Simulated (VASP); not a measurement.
# Rb2Ir (Fm-3m) in VASP: notebook

Runs on Rb2Ir. Level: PBE. Tasks: single point, relaxation of cell and atoms.

Everything below comes from runs of VASP 6.6.1. Logs are shortened: lines on timing, memory, paths and dates and some standing lists are left out, and cuts for length are marked.

## 1. The cell of the first run

The structure is cubic, space group Fm-3m (No. 225). The conventional cell has a = 7.983 Å, b = 7.983 Å, c = 7.983 Å, α = 90.00°, β = 90.00°, γ = 90.00°. Within 4.5 Å of Rb (site symmetry -43m) lie 4 Ir at 3.46 Å and 6 Rb at 3.99 Å. Within 4.5 Å of Ir (site symmetry m-3m) lie 8 Rb at 3.46 Å.

## 2. Single point, PBE

Contents of INCAR:

```
SYSTEM = Rb2Ir
  PREC = Accurate
  ENCUT = 520
  EDIFF = 1E-6
  ISMEAR = 0
  SIGMA = 0.1
  LREAL = .FALSE.
  LASPH = .TRUE.
  NELM = 100
  ALGO = Normal
  ISIF = 2
  LWAVE = .FALSE.
  LCHARG = .FALSE.
  GGA = PE
  NBANDS = 20
```

Contents of KPOINTS:

```
Automatic mesh
0
G
  4 4 4
  0 0 0
```

Contents of POSCAR:

```
Rb2Ir
1.0
    0.0000000000      3.9913621780      3.9913621780
    3.9913621780      0.0000000000      3.9913621780
    3.9913621780      3.9913621780      0.0000000000
Rb Ir
2 1
Direct
    0.2500000000      0.2500000000      0.2500000000
    0.7500000000      0.7500000000      0.7500000000
    0.0000000000      0.0000000000      0.0000000000
```

Potentials or basis: VASP PAW PBE potentials, release 64 (Rb_sv, Ir).

The run is started by

```sh
> cat potpaw_PBE.64/Rb_sv/POTCAR potpaw_PBE.64/Ir/POTCAR > POTCAR
> mpirun -np 1 vasp_std > vasp.out
```

OUTCAR:

```text
SYSTEM = Rb2Ir
   PREC = Accurate
   ENCUT = 520
   EDIFF = 1E-6
   ISMEAR = 0
   LREAL = .FALSE.
   LASPH = .TRUE.
   NELM = 100
   ISIF = 2
   GGA = PE

 ion  position               nearest neighbor table
   1  0.250  0.250  0.250-   3 3.46   3 3.46   3 3.46   3 3.46   2 3.99   2 3.99   2 3.99   2 3.99
                             2 3.99   2 3.99
   2  0.750  0.750  0.750-   3 3.46   3 3.46   3 3.46   3 3.46   1 3.99   1 3.99   1 3.99   1 3.99
                             1 3.99   1 3.99
   3  0.000  0.000  0.000-   2 3.46   2 3.46   2 3.46   1 3.46   2 3.46   1 3.46   1 3.46   1 3.46

  LATTYP: Found a face centered cubic cell.
 ALAT       =     7.9827243560

  Lattice vectors:

 A1 = (   0.0000000000,   3.9913621780,   3.9913621780)
 A2 = (   3.9913621780,   0.0000000000,   3.9913621780)
 A3 = (   3.9913621780,   3.9913621780,   0.0000000000)

Analysis of symmetry for initial positions (statically):
=====================================================================
 Subroutine PRICEL returns:
 Original cell was already a primitive cell.

 Routine SETGRP: Setting up the symmetry group for a
 face centered cubic supercell.

 Subroutine GETGRP returns: Found 48 space group operations
 (whereof 48 operations were pure point group operations)
 out of a pool of 48 trial point group operations.

The static configuration has the point symmetry O_h .

Analysis of symmetry for dynamics (positions and initial velocities):
=====================================================================
 Subroutine PRICEL returns:
 Original cell was already a primitive cell.

 Routine SETGRP: Setting up the symmetry group for a
 face centered cubic supercell.

 Subroutine GETGRP returns: Found 48 space group operations
 (whereof 48 operations were pure point group operations)
 out of a pool of 48 trial point group operations.

The dynamic configuration has the point symmetry O_h .

 Subroutine INISYM returns: Found 48 space group operations
 (whereof 48 operations are pure point group operations),
 and found     1 'primitive' translations

----------------------------------------------------------------------------------------

                                     Primitive cell

  volume of cell :     127.1726

  direct lattice vectors                    reciprocal lattice vectors
     0.000000000  3.991362178  3.991362178    -0.125270516  0.125270516  0.125270516
     3.991362178  0.000000000  3.991362178     0.125270516 -0.125270516  0.125270516
     3.991362178  3.991362178  0.000000000     0.125270516  0.125270516 -0.125270516
[... 64 lines left out ...]
   LNONCOLLINEAR =      F non collinear calculations
   LSORBIT =      F    spin-orbit coupling
   LASPH  =      T    aspherical Exc in radial PAW
   ENCUT  =  520.0 eV  38.22 Ry    6.18 a.u.  10.50 10.50 10.50*2*pi/ulx,y,z
   NELM   =    100;   NELMIN=  2; NELMDL= -5     # of ELM steps
   EDIFF  = 0.1E-05   stopping-criterion for ELM
   LREAL  =      F    real-space projection
   EDIFFG = 0.1E-04   stopping-criterion for IOM
   NSW    =      0    number of steps for IOM
   IBRION =     -1    ionic relax: 0-MD 1-quasi-New 2-CG
   NFREE  =      0    steps in history (QN), initial steepest desc. (CG)
   ISIF   =      2    stress and relaxation
   ISYM   =      2    0-nonsym 1-usesym 2-fastsym
   POTIM  = 0.5000    time-step for ionic-motion
   TEBEG  =    0.0;   TEEND  =   0.0 temperature during run
   PSTRESS=    0.0 pullay stress
   NELECT =      27.0000    total number of electrons
   NUPDOWN=      -1.0000    fix difference up-down
   EMIN   =  10.00;   EMAX   =-10.00  energy-range for DOS
[... 5 lines left out ...]
     AMIX     =   0.40;   BMIX     =  1.00
     AMIX_MAG =   1.60;   BMIX_MAG =  1.00
  volume/ion in A,a.u.               =      42.39       286.07
  Fermi-wavevector in a.u.,A,eV,Ry     =   0.976633  1.845570 12.977414  0.953813
  Thomas-Fermi vector in A             =   2.107268
   LORBIT       =      0    0 simple, 1 ext, 2 COOP (PROOUT), +10 PAW based schemes
   GGA     = PE    functional components
   LHFCALC =     F    Hartree Fock is set to
   AEXX    =    0.0000 exact exchange contribution
   IVDW    =     0    specifies the selected vdW correction
   LEPSILON=     F    determine dielectric tensor
   LRPA    =     F    only Hartree local field effects (RPA)
 non-spin polarized calculation
 Gauss-broadening in eV      SIGMA  =   0.10
  energy-cutoff  :      520.00
  volume of cell :      127.17
 maximum number of plane-waves:      3479
 NGX is ok and might be reduce to    42
   NGX = 21   NGY = 21   NGZ = 21

 number of electron      27.0000000 magnetization

 Free energy of the ion-electron system (eV)
  ---------------------------------------------------
  ext. energy  EPLUGINS =         0.00000000
  ---------------------------------------------------
  free energy    TOTEN  =        -7.53083988 eV

  energy without entropy =       -7.43832269  energy(sigma->0) =       -7.48458128

 E-fermi :   0.5732     XC(G=0):  -7.4548

 val. band max:        0.5663782817   @ k =   0.5000   0.5000   0.0000
 cond. band min:       0.5863728108   @ k =   0.0000   0.0000   0.0000
 fundamental gap:      0.0199945292
 Fermi energy:         0.5732163698

 k-point     1 :       0.0000    0.0000    0.0000
  band No.  band energies     occupation
      1     -26.4531      2.00000
      2     -26.3685      2.00000
      3     -10.7225      2.00000
      4     -10.7225      2.00000
      5     -10.7225      2.00000
      6     -10.3879      2.00000
[... 173 lines left out ...]
     19       5.9330      0.00000
     20       5.9330      0.00000

------------------------ aborting loop because EDIFF is reached ----------------------------------------

  FORCE on cell =-STRESS in cart. coord.  units (eV):
  Direction    XX          YY          ZZ          XY          YZ          ZX
  --------------------------------------------------------------------------------------
  -------------------------------------------------------------------------------------
  Total        0.3049529      0.3049529      0.3049529      0.0000000      0.0000000     -0.0000000
  in kB        3.8419350      3.8419350      3.8419350      0.0000000      0.0000000     -0.0000000
  external PRESSURE =       3.8419350 kB  Pullay stress =       0.0000000 kB

 VOLUME and BASIS-vectors are now :
 -----------------------------------------------------------------------------
  energy-cutoff  :      520.00
  volume of cell :      127.17
      direct lattice vectors                 reciprocal lattice vectors
     0.000000000  3.991362178  3.991362178    -0.125270516  0.125270516  0.125270516
     3.991362178  0.000000000  3.991362178     0.125270516 -0.125270516  0.125270516
     3.991362178  3.991362178  0.000000000     0.125270516  0.125270516 -0.125270516

 POSITION                                       TOTAL-FORCE (eV/Angst)
 -----------------------------------------------------------------------------------
      1.99568      1.99568      1.99568         0.000000      0.000000      0.000000
      5.98704      5.98704      5.98704        -0.000000     -0.000000     -0.000000
      0.00000      0.00000      0.00000         0.000000     -0.000000      0.000000
 -----------------------------------------------------------------------------------
    total drift:                               -0.000000     -0.000000     -0.000000

  FREE ENERGIE OF THE ION-ELECTRON SYSTEM (eV)
  ---------------------------------------------------
  free  energy   TOTEN  =        -7.5308398834 eV

  energy  without entropy=       -7.4383226855  energy(sigma->0) =       -7.48458128
```

OSZICAR:

```text
N       E                     dE             d eps       ncg     rms          rms(c)
DAV:   1     0.190258385610E+03    0.19026E+03   -0.11069E+04   320   0.111E+03
DAV:   2     0.903356466084E+01   -0.18122E+03   -0.16961E+03   380   0.261E+02
DAV:   3    -0.725156560460E+01   -0.16285E+02   -0.16045E+02   408   0.773E+01
DAV:   4    -0.810497979058E+01   -0.85341E+00   -0.84642E+00   508   0.137E+01
DAV:   5    -0.812067265445E+01   -0.15693E-01   -0.15686E-01   420   0.174E+00    0.447E+00
DAV:   6    -0.760890912983E+01    0.51176E+00   -0.24208E+00   428   0.673E+00    0.414E+00
DAV:   7    -0.755096136772E+01    0.57948E-01   -0.29378E-01   484   0.331E+00    0.214E+00
DAV:   8    -0.752358908875E+01    0.27372E-01   -0.95923E-02   348   0.194E+00    0.459E-01
DAV:   9    -0.752787099769E+01   -0.42819E-02   -0.77413E-03   428   0.509E-01    0.233E-01
DAV:  10    -0.753029128015E+01   -0.24203E-02   -0.30803E-03   336   0.261E-01    0.540E-02
DAV:  11    -0.753069503115E+01   -0.40375E-03   -0.82137E-04   356   0.119E-01    0.309E-02
DAV:  12    -0.753082949872E+01   -0.13447E-03   -0.39735E-04   328   0.666E-02    0.114E-02
DAV:  13    -0.753084056915E+01   -0.11070E-04   -0.47945E-05   380   0.268E-02    0.870E-03
DAV:  14    -0.753083975132E+01    0.81783E-06   -0.20084E-05   356   0.187E-02    0.143E-03
DAV:  15    -0.753083988338E+01   -0.13206E-06   -0.67989E-07   312   0.466E-03
   1 F= -.75308399E+01 E0= -.74845813E+01  d E =-.925172E-01
```

stdout:

```text
POSCAR found type information on POSCAR RbIr
 POSCAR found :  2 types and       3 ions
 scaLAPACK will be used
 LDA part: xc-table for (Slater+PW92), standard interpolation
 POSCAR, INCAR and KPOINTS ok, starting setup
 FFT: planning ... GRIDC
 FFT: planning ... GRID_SOFT
 FFT: planning ... GRID
 WAVECAR not read
 entering main loop
```

It took 35 s on 1 thread of Oxide Virtual Turin-like, shared host; peak memory 0.22 GiB.

Results:

```yaml
Free_energy: -7.5308 eV
Pressure: 0.4 GPa
```

Caveat: spin-orbit coupling is left out, which moves the levels of the heavy elements.

## 3. Relaxation of cell and atoms, PBE

This run uses another cell than the first one, of 31.16 Å³/atom, 0.735 times its volume.

Contents of INCAR:

```
SYSTEM = Rb2Ir
PREC = Accurate
ENCUT = 600
EDIFF = 1E-6
ISMEAR = 0
SIGMA = 0.1
LREAL = .FALSE.
LASPH = .TRUE.
NELM = 100
ALGO = Normal
ISIF = 3
LWAVE = .FALSE.
LCHARG = .FALSE.
GGA = PE
IBRION = 2
NSW = 90
EDIFFG = -0.04
```

KPOINTS is that of step 2.

Contents of POSCAR:

```
Rb2Ir
1.0
    0.0000000000      3.6022127204      3.6022127204
    3.6022127204      0.0000000000      3.6022127204
    3.6022127204      3.6022127204      0.0000000000
Rb Ir
2 1
Direct
    0.2500000000      0.2500000000      0.2500000000
    0.7500000000      0.7500000000      0.7500000000
    0.0000000000      0.0000000000      0.0000000000
```

Potentials or basis: VASP PAW PBE potentials, release 64 (Rb_sv, Ir).

The run is started by

```sh
> cat potpaw_PBE.64/Rb_sv/POTCAR potpaw_PBE.64/Ir/POTCAR > POTCAR
> mpirun -np 1 vasp_std > vasp.out
```

It took 79 s on 1 thread of Oxide Virtual Turin-like, shared host; peak memory 0.24 GiB.

Results (log left out):

- Free energy: -7.5333 eV
- Relaxed volume: 43.49 Å³/atom
- Relaxed cell: a = 5.693 Å, b = 5.693 Å, c = 5.693 Å, α = 60.00°, β = 60.00°, γ = 60.00°
- Space group after relaxing (to 0.05 Å): Fm-3m (No. 225)
- Energy gained by relaxing: 230.7 meV/atom
- Ionic steps: 4
- Pressure after relaxing: 0.1 GPa

The path:
```csv
step,energy change (eV),largest force (eV/Å),pressure (GPa),volume (Å³)
1,0.0000,0.0000,7.72,93.48
2,-0.6059,0.0000,1.94,115.30
3,-0.6845,0.0000,0.50,126.09
4,-0.6920,0.0000,0.07,130.46
```

Final structure:
```yaml
crystal:
  lattice:
    - [0.00000, 4.02545, 4.02545]
    - [4.02545, 0.00000, 4.02545]
    - [4.02545, 4.02545, 0.00000]
  atoms:
    - { symbol: Rb, position: [0.25000, 0.25000, 0.25000] }
    - { symbol: Rb, position: [0.75000, 0.75000, 0.75000] }
    - { symbol: Ir, position: [0.00000, 0.00000, 0.00000] }
```

Levels at points of the mesh, in eV from the Fermi level:
| k point | band 10 | band 11 | band 12 | band 13 | band 14 | band 15 | band 16 | band 17 |
| --- | --- | --- | --- | --- | --- | --- | --- | --- |
| (0.00, 0.00, 0.00) | -0.22 | -0.22 | 0.00 | 0.00 | 0.00 | 2.56 | 2.56 | 2.56 |
| (0.50, 0.00, 0.00) | -0.19 | -0.14 | -0.14 | -0.05 | -0.05 | 1.11 | 3.36 | 3.36 |
| (0.50, 0.50, 0.00) | -0.34 | -0.28 | -0.07 | -0.07 | 0.00 | 1.05 | 3.17 | 3.74 |

Caveat: the k points lie up to 0.34 Å⁻¹ apart in the final cell; the volume moved by over 15 % at a fixed basis, so the end points are rough; spin-orbit coupling is left out, which moves the levels of the heavy elements.

## 4. Single point, PBE

This run uses another cell than the first one, of 43.66 Å³/atom, 1.030 times its volume.

Contents of INCAR:

```
SYSTEM = Rb2Ir
PREC = Accurate
ENCUT = 520
EDIFF = 1E-6
ISMEAR = 0
SIGMA = 0.1
LREAL = .FALSE.
LASPH = .TRUE.
NELM = 60
ALGO = Normal
ISIF = 2
LWAVE = .FALSE.
LCHARG = .TRUE.
GGA = PE
LELF = .TRUE.
LVHAR = .TRUE.
NBANDS = 20
```

Contents of KPOINTS:

```
regular mesh
0
G
  10 10 10
  0 0 0
```

Contents of POSCAR:

```
Rb2Ir
1.0
    0.0000000000      4.0308929842      4.0308929842
    4.0308929842      0.0000000000      4.0308929842
    4.0308929842      4.0308929842      0.0000000000
Rb Ir
2 1
Direct
    0.2500000000      0.2500000000      0.2500000000
    0.7500000000      0.7500000000      0.7500000000
    0.0000000000      0.0000000000      0.0000000000
```

The run is started by

```sh
> cat potpaw_PBE.64/Rb_sv/POTCAR potpaw_PBE.64/Ir/POTCAR > POTCAR
> mpirun -np 1 vasp_std > vasp.out
```

Wall time 2.3 min (1 thread of Oxide Virtual Turin-like, shared host); peak memory 0.29 GiB.

The run converged. Its results:

```yaml
Free_energy: -7.5362 eV
Pressure: 0.0 GPa
```

Levels at points of the mesh, in eV from the Fermi level:
| k point | band 12 | band 13 | band 14 | band 15 | band 16 | band 17 |
| --- | --- | --- | --- | --- | --- | --- |
| (0.00, 0.00, 0.00) | 0.00 | 0.00 | 0.00 | 2.56 | 2.56 | 2.56 |
| (0.50, 0.00, 0.00) | -0.14 | -0.05 | -0.05 | 1.10 | 3.35 | 3.35 |
| (0.50, 0.50, 0.00) | -0.06 | -0.06 | 0.00 | 1.05 | 3.16 | 3.72 |

Caveat: spin-orbit coupling is left out, which moves the levels of the heavy elements.

## 5. Relaxation of cell and atoms, PBE

Contents of INCAR:

```
ALGO = Fast ; EDIFF = 1E-6
EDIFFG = -0.01 ; ENCUT = 600
GGA = PE ; IBRION = 2
ISIF = 3 ; ISMEAR = 0
LASPH = T ; LCHARG = F
LREAL = F ; LWAVE = F
NELM = 100 ; NSW = 100
PREC = Accurate ; SIGMA = 0.1
```

Contents of KPOINTS:

```
k-points
0
Gamma
  10 10 10
```

Contents of POSCAR:

```
Rb2Ir
1.0
    0.0000000000      3.9913621780      3.9913621780
    3.9913621780      0.0000000000      3.9913621780
    3.9913621780      3.9913621780      0.0000000000
Rb Ir
2 1
Direct
    0.2500000000      0.2500000000      0.2500000000
    0.7500000000      0.7500000000      0.7500000000
    0.0000000000      0.0000000000      0.0000000000
```

The run is started by

```sh
> cat potpaw_PBE.64/Rb_sv/POTCAR potpaw_PBE.64/Ir/POTCAR > POTCAR
> mpirun -np 1 vasp_std > vasp.out
```

It took 12 min on 1 thread of Oxide Virtual Turin-like, shared host; peak memory 0.38 GiB.

The run converged. Its results:

| Item | Value |
| --- | --- |
| Free energy | -7.5363 eV |
| Relaxed volume | 43.79 Å³/atom |
| Relaxed cell | a = 5.706 Å, b = 5.706 Å, c = 5.706 Å, α = 60.00°, β = 60.00°, γ = 60.00° |
| Space group after relaxing (to 0.05 Å) | Fm-3m (No. 225) |
| Energy gained by relaxing | 1.8 meV/atom |
| Ionic steps | 3 |
| Pressure after relaxing | 0.0 GPa |

Step by step:
```tsv
step	energy change (eV)	largest force (eV/Å)	pressure (GPa)	volume (Å³)
1	0.0000	0.0000	0.41	127.17
2	-0.0038	0.0000	0.21	129.16
3	-0.0053	0.0000	0.02	131.37
```

Final structure:
```xyz
3
Lattice="0.0000 4.0348 4.0348 4.0348 0.0000 4.0348 4.0348 4.0348 0.0000" Properties=species:S:1:pos:R:3 pbc="T T T"
Rb    2.0174    2.0174    2.0174
Rb    6.0522    6.0522    6.0522
Ir    0.0000    0.0000    0.0000
```

Levels at points of the mesh, in eV from the Fermi level:
| k point | band 11 | band 12 | band 13 | band 14 | band 15 | band 16 | band 17 |
| --- | --- | --- | --- | --- | --- | --- | --- |
| (0.00, 0.00, 0.00) | -0.22 | 0.00 | 0.00 | 0.00 | 2.55 | 2.55 | 2.55 |
| (0.50, 0.00, 0.00) | -0.14 | -0.14 | -0.05 | -0.05 | 1.10 | 3.35 | 3.35 |
| (0.50, 0.50, 0.00) | -0.28 | -0.06 | -0.06 | 0.00 | 1.04 | 3.16 | 3.71 |

Caveat: spin-orbit coupling is left out, which moves the levels of the heavy elements.

## 6. Overview

```tsv
task	cell	k mesh	cutoff (eV)	gap on the mesh (eV)	pressure (GPa)	relaxed volume (Å³/atom)
single point	a = 5.645 Å, angles 60.0°, 3 atoms	4 × 4 × 4	520	none	0.4	-
relaxation of cell and atoms	relaxed from a = 5.094 Å, angles 60.0°, 3 atoms	4 × 4 × 4	600	none	0.1	43.49
single point	a = 5.701 Å, angles 60.0°, 3 atoms	10 × 10 × 10	520	none	0.0	-
relaxation of cell and atoms	relaxed from a = 5.645 Å, angles 60.0°, 3 atoms	10 × 10 × 10	600	none	0.0	43.79
```

Alike in all rows: level PBE; potentials or basis VASP PAW PBE potentials, release 64 (Rb_sv, Ir); no spin polarisation; smearing gaussian 0.1 eV.

Caveats: some runs use coarse meshes; spin-orbit coupling is left out, which moves the levels of the heavy elements; the volume moved by over 15 % at a fixed basis, so the end points are rough (some runs).

Total energies depend on the potentials used, so only differences within one code and one set of settings carry meaning.
